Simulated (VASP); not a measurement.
# B3C (Im-3m) in VASP: a series of runs

B3C is run at these levels: PBE; tasks: single point, relaxation of cell and atoms.

All numbers are computed with VASP 6.6.1; they aren't measurements. Logs are shortened: lines on timing, memory, paths and dates and some standing lists are left out, and cuts for length are marked.

**1. The cell of the first run**

It takes space group Im-3m (No. 229, cubic). Conventional cell: a = 4.221 Å, b = 4.221 Å, c = 4.221 Å, α = 90.00°, β = 90.00°, γ = 90.00°. Within 2.8 Å of B (site symmetry 4/mmm) lie 4 B at 2.11 Å and 2 C at 2.11 Å. C (site symmetry m-3m) has 6 B at 2.11 Å within 2.8 Å.

**2. Single point, PBE, collinear spin, ferromagnetic start**

INCAR

```
SYSTEM = B3C
  ALGO = Normal
  EDIFF = 1E-6
  ENCUT = 520
  GGA = PE
  ISIF = 2
  ISMEAR = 0
  ISPIN = 2
  LASPH = .TRUE.
  LCHARG = .FALSE.
  LORBIT = 11
  LREAL = .FALSE.
  LWAVE = .FALSE.
  MAGMOM = 0 0 0 1
  NBANDS = 18
  NELM = 150
  PREC = Accurate
  SIGMA = 0.1
```

KPOINTS

```
k-points
0
G
  6 6 6
  0 0 0
```

POSCAR

```
B3C
1.0
   -2.1104739400      2.1104739400      2.1104739400
    2.1104739400     -2.1104739400      2.1104739400
    2.1104739400      2.1104739400     -2.1104739400
B C
3 1
Direct
    0.0000000000      0.5000000000      0.5000000000
    0.5000000000      0.0000000000      0.5000000000
    0.5000000000      0.5000000000      0.0000000000
    0.0000000000      0.0000000000      0.0000000000
```

Potentials or basis: VASP PAW PBE potentials, release 64 (B, C).

Launch:

```bash
$ cat potpaw_PBE.64/B/POTCAR potpaw_PBE.64/C/POTCAR > POTCAR
$ mpirun -np 1 vasp_std > vasp.out
```

OUTCAR:

```text
SYSTEM = B3C
   EDIFF = 1E-6
   ENCUT = 520
   GGA = PE
   ISIF = 2
   ISMEAR = 0
   ISPIN = 2
   LASPH = .TRUE.
   LORBIT = 11
   LREAL = .FALSE.
   NELM = 150
   PREC = Accurate

 ion  position               nearest neighbor table
   1  0.000  0.500  0.500-   2 2.11   3 2.11   4 2.11   4 2.11   3 2.11   2 2.11
   2  0.500  0.000  0.500-   1 2.11   3 2.11   4 2.11   3 2.11   4 2.11   1 2.11
   3  0.500  0.500  0.000-   1 2.11   2 2.11   4 2.11   2 2.11   1 2.11   4 2.11
   4  0.000  0.000  0.000-   1 2.11   2 2.11   3 2.11   1 2.11   2 2.11   3 2.11

  LATTYP: Found a body centered cubic cell.
 ALAT       =     4.2209478800

  Lattice vectors:

 A1 = (  -2.1104739400,   2.1104739400,   2.1104739400)
 A2 = (   2.1104739400,  -2.1104739400,   2.1104739400)
 A3 = (   2.1104739400,   2.1104739400,  -2.1104739400)

Analysis of symmetry for initial positions (statically):
=====================================================================
 Subroutine PRICEL returns:
 Original cell was already a primitive cell.

 Routine SETGRP: Setting up the symmetry group for a
 body centered cubic supercell.

 Subroutine GETGRP returns: Found 48 space group operations
 (whereof 48 operations were pure point group operations)
 out of a pool of 48 trial point group operations.

The static configuration has the point symmetry O_h .

Analysis of symmetry for dynamics (positions and initial velocities):
=====================================================================
 Subroutine PRICEL returns:
 Original cell was already a primitive cell.

 Routine SETGRP: Setting up the symmetry group for a
 body centered cubic supercell.

 Subroutine GETGRP returns: Found 48 space group operations
 (whereof 48 operations were pure point group operations)
 out of a pool of 48 trial point group operations.

The dynamic configuration has the point symmetry O_h .

Analysis of structural, dynamic, and magnetic symmetry:
=====================================================================
 Subroutine PRICEL returns:
 Original cell was already a primitive cell.

 Routine SETGRP: Setting up the symmetry group for a
 body centered cubic supercell.

 Subroutine GETGRP returns: Found 48 space group operations
 (whereof 48 operations were pure point group operations)
 out of a pool of 48 trial point group operations.

The overall configuration has the point symmetry O_h .

[... 122 lines left out ...]
   LEPSILON=     F    determine dielectric tensor
   LRPA    =     F    only Hartree local field effects (RPA)
 spin polarized calculation
 Gauss-broadening in eV      SIGMA  =   0.10
  energy-cutoff  :      520.00
  volume of cell :       37.60
 maximum number of plane-waves:      1048
   NGX = 13   NGY = 13   NGZ = 13

 number of electron      13.0000000 magnetization       0.0025854

 number of electron      13.0000000 magnetization      -0.0001115

 Free energy of the ion-electron system (eV)
  ---------------------------------------------------
  ext. energy  EPLUGINS =         0.00000000
  ---------------------------------------------------
  free energy    TOTEN  =       -21.19317262 eV

  energy without entropy =      -21.18300115  energy(sigma->0) =      -21.18808689

 E-fermi :   4.0278     XC(G=0): -11.1037

 val. band max:        3.8627888880   @ k =   0.3333   0.0000   0.0000
 cond. band min:       4.0919383075   @ k =   0.3333   0.1667  -0.0000
 fundamental gap:      0.2291494196
 Fermi energy:         4.0278342405

 spin component 1

 k-point     1 :       0.0000    0.0000    0.0000
  band No.  band energies     occupation
      1      -9.7296      1.00000
      2       0.8000      1.00000
      3       1.6597      1.00000
      4       1.6597      1.00000
      5       1.6597      1.00000
      6       2.7182      1.00000
[... 312 lines left out ...]
      4      -2.1414      1.00000
      5      -1.8092      1.00000
      6      -1.8092      1.00000
[... 10 lines left out ...]
     17      18.8027      0.00000
     18      18.8027      0.00000
 Fermi energy:         4.0278342405

 spin component 2

 k-point     1 :       0.0000    0.0000    0.0000
  band No.  band energies     occupation
      1      -9.7296      1.00000
      2       0.8000      1.00000
      3       1.6597      1.00000
      4       1.6597      1.00000
      5       1.6597      1.00000
      6       2.7182      1.00000
[... 313 lines left out ...]
      5      -1.8092      1.00000
      6      -1.8092      1.00000
[... 10 lines left out ...]
     17      18.8027      0.00000
     18      18.8027      0.00000

------------------------ aborting loop because EDIFF is reached ----------------------------------------

  FORCE on cell =-STRESS in cart. coord.  units (eV):
  Direction    XX          YY          ZZ          XY          YZ          ZX
  --------------------------------------------------------------------------------------
  -------------------------------------------------------------------------------------
  Total      -10.9250738    -10.9250738    -10.9250738      0.0000000      0.0000000     -0.0000000
  in kB     -465.5164013   -465.5164013   -465.5164013      0.0000000      0.0000000     -0.0000000
  external PRESSURE =    -465.5164013 kB  Pullay stress =       0.0000000 kB

 VOLUME and BASIS-vectors are now :
 -----------------------------------------------------------------------------
  energy-cutoff  :      520.00
  volume of cell :       37.60
      direct lattice vectors                 reciprocal lattice vectors
    -2.110473940  2.110473940  2.110473940     0.000000000  0.236913610  0.236913610
     2.110473940 -2.110473940  2.110473940     0.236913610  0.000000000  0.236913610
     2.110473940  2.110473940 -2.110473940     0.236913610  0.236913610  0.000000000

 POSITION                                       TOTAL-FORCE (eV/Angst)
 -----------------------------------------------------------------------------------
      2.11047      0.00000      0.00000         0.000000      0.000000     -0.000000
      0.00000      2.11047      0.00000         0.000000     -0.000000      0.000000
      0.00000      0.00000      2.11047         0.000000      0.000000      0.000000
      0.00000      0.00000      0.00000        -0.000000     -0.000000     -0.000000
 -----------------------------------------------------------------------------------
    total drift:                                0.000000      0.000000     -0.000000

  FREE ENERGIE OF THE ION-ELECTRON SYSTEM (eV)
  ---------------------------------------------------
  free  energy   TOTEN  =       -21.1931726193 eV

  energy  without entropy=      -21.1830011523  energy(sigma->0) =      -21.18808689

 total charge

# of ion       s       p       d       tot
------------------------------------------
    1        0.675   0.816   0.000   1.491
    2        0.675   0.816   0.000   1.491
    3        0.675   0.816   0.000   1.491
    4        0.931   1.159   0.000   2.090
--------------------------------------------------
tot          2.954   3.607   0.000   6.561

 magnetization (x)

# of ion       s       p       d       tot
------------------------------------------
    1       -0.000  -0.000   0.000  -0.000
    2       -0.000  -0.000   0.000  -0.000
    3       -0.000  -0.000   0.000  -0.000
    4        0.000   0.000   0.000   0.000
--------------------------------------------------
tot         -0.000  -0.000   0.000  -0.000
```

stdout:

```text
POSCAR found type information on POSCAR B C
 POSCAR found :  2 types and       4 ions
 scaLAPACK will be used
 LDA part: xc-table for (Slater+PW92), standard interpolation
 POSCAR, INCAR and KPOINTS ok, starting setup
 FFT: planning ... GRIDC
 FFT: planning ... GRID_SOFT
 FFT: planning ... GRID
 WAVECAR not read
 entering main loop
```

Wall time 9.9 s (1 thread of Intel Xeon 6975P-C (Granite Rapids), shared host); peak memory 0.16 GiB.

Results:

- Free energy: -21.1932 eV
- Pressure: -46.6 GPa
- Net moment: 0.00 μB per cell
- Valence electrons inside the program's atomic spheres: B 1.49; C 2.09

**3. Single point, PBE**

This run uses another cell than the first one, of 6.29 Å³/atom, 0.669 times its volume.

INCAR

```
PREC = Accurate ; ENCUT = 520
EDIFF = 1E-7 ; ISMEAR = 0
SIGMA = 0.1 ; LREAL = False
LASPH = True ; NELM = 100
ALGO = Normal ; ISIF = 2
LWAVE = False ; LCHARG = True
GGA = PE ; LELF = True
LVHAR = True ; NBANDS = 14
```

KPOINTS

```
regular mesh
0
Gamma
  18 18 18
```

POSCAR

```
B3C
1.0
   -1.8459630722      1.8459630722      1.8459630722
    1.8459630722     -1.8459630722      1.8459630722
    1.8459630722      1.8459630722     -1.8459630722
B C
3 1
Direct
    0.0000000000      0.5000000000      0.5000000000
    0.5000000000      0.0000000000      0.5000000000
    0.5000000000      0.5000000000      0.0000000000
    0.0000000000      0.0000000000      0.0000000000
```

Potentials or basis: VASP PAW PBE potentials, release 64 (B, C).

Launch:

```bash
$ cat potpaw_PBE.64/B/POTCAR potpaw_PBE.64/C/POTCAR > POTCAR
$ mpirun -np 1 vasp_std > vasp.out
```

Run time: 16 s. Hardware: 1 thread of Intel Xeon 6975P-C (Granite Rapids), shared host; peak memory 0.17 GiB.

The run converged. Its results:

```
Free energy : -23.7445 eV
Pressure    : 0.1 GPa
```

Levels at points of the mesh, in eV from the Fermi level:
| k point | band 3 | band 4 | band 5 | band 6 | band 7 | band 8 | band 9 | band 10 | band 11 | band 12 |
| --- | --- | --- | --- | --- | --- | --- | --- | --- | --- | --- |
| (0.00, 0.00, 0.00) | -3.77 | -3.77 | -2.15 | -2.15 | -2.15 | -1.02 | 4.88 | 4.88 | 8.29 | 8.29 |
| (0.50, 0.00, 0.00) | -5.34 | -4.85 | -4.05 | -4.01 | 1.43 | 3.03 | 5.09 | 6.85 | 8.49 | 8.58 |
| (0.50, 0.50, 0.50) | -9.28 | -9.28 | -6.30 | -6.30 | 2.30 | 2.30 | 2.30 | 15.12 | 15.12 | 15.12 |

**4. Relaxation of cell and atoms, PBE**

This run uses another cell than the first one, of 6.28 Å³/atom, 0.668 times its volume.

INCAR

```
ALGO = Normal ; EDIFF = 1E-6
EDIFFG = -0.01 ; ENCUT = 600
GGA = PE ; IBRION = 2
ISIF = 3 ; ISMEAR = 0
LASPH = T ; LCHARG = F
LREAL = F ; LWAVE = F
NELM = 80 ; NSW = 100
PREC = Accurate ; SIGMA = 0.1
```

KPOINTS

```
k-points
0
Gamma
  18 18 18
```

POSCAR

```
B3C
1.0
   -1.8449871737      1.8449871737      1.8449871737
    1.8449871737     -1.8449871737      1.8449871737
    1.8449871737      1.8449871737     -1.8449871737
B C
3 1
Direct
    0.0000000000      0.5000000000      0.5000000000
    0.5000000000      0.0000000000      0.5000000000
    0.5000000000      0.5000000000      0.0000000000
    0.0000000000      0.0000000000      0.0000000000
```

Launch:

```bash
$ cat potpaw_PBE.64/B/POTCAR potpaw_PBE.64/C/POTCAR > POTCAR
$ mpirun -np 1 vasp_std > vasp.out
```

Wall time 2.4 min (1 thread of AMD EPYC 7R13, shared host); peak memory 0.17 GiB.

Results (log left out):

```
Free energy                            : -23.7481 eV
Relaxed volume                         : 6.29 Å³/atom
Relaxed cell                           : a = 3.198 Å, b = 3.198 Å, c = 3.198 Å, α = 109.47°, β = 109.47°, γ = 109.47°
Space group after relaxing (to 0.05 Å) : Im-3m (No. 229)
Energy gained by relaxing              : 0.0 meV/atom
Ionic steps                            : 2
Pressure after relaxing                : -0.2 GPa
```

Final structure:
```
B C
1.0
    -1.84617    1.84617    1.84617
     1.84617   -1.84617    1.84617
     1.84617    1.84617   -1.84617
B C
3 1
Direct
  0.00000 0.50000 0.50000
  0.50000 0.00000 0.50000
  0.50000 0.50000 0.00000
  0.00000 0.00000 0.00000
```

Levels at points of the mesh, in eV from the Fermi level:
```tsv
k point	band 3	band 4	band 5	band 6	band 7	band 8	band 9	band 10
(0.00, 0.00, 0.00)	-3.77	-3.77	-2.15	-2.15	-2.15	-1.02	4.88	4.88
(0.50, 0.00, 0.00)	-5.33	-4.85	-4.05	-4.01	1.43	3.03	5.09	6.85
(0.50, 0.50, 0.50)	-9.28	-9.28	-6.30	-6.30	2.30	2.30	2.30	15.12
```

**5. Summary**

| task | spin | cell | k mesh | cutoff (eV) | gap on the mesh (eV) | pressure (GPa) |
| --- | --- | --- | --- | --- | --- | --- |
| single point | collinear, ferromagnetic start | a = 3.655 Å, angles 109.5°, 4 atoms | 6 × 6 × 6 | 520 | none | -46.6 |
| single point | off | a = 3.197 Å, angles 109.5°, 4 atoms | 18 × 18 × 18 | 520 | none | 0.1 |
| relaxation of cell and atoms | off | relaxed from a = 3.196 Å, angles 109.5°, 4 atoms | 18 × 18 × 18 | 600 | none | -0.2 |

Alike in all rows: level PBE; potentials or basis VASP PAW PBE potentials, release 64 (B, C); smearing gaussian 0.1 eV.

Absolute energies hang on the potentials; compare differences alone.
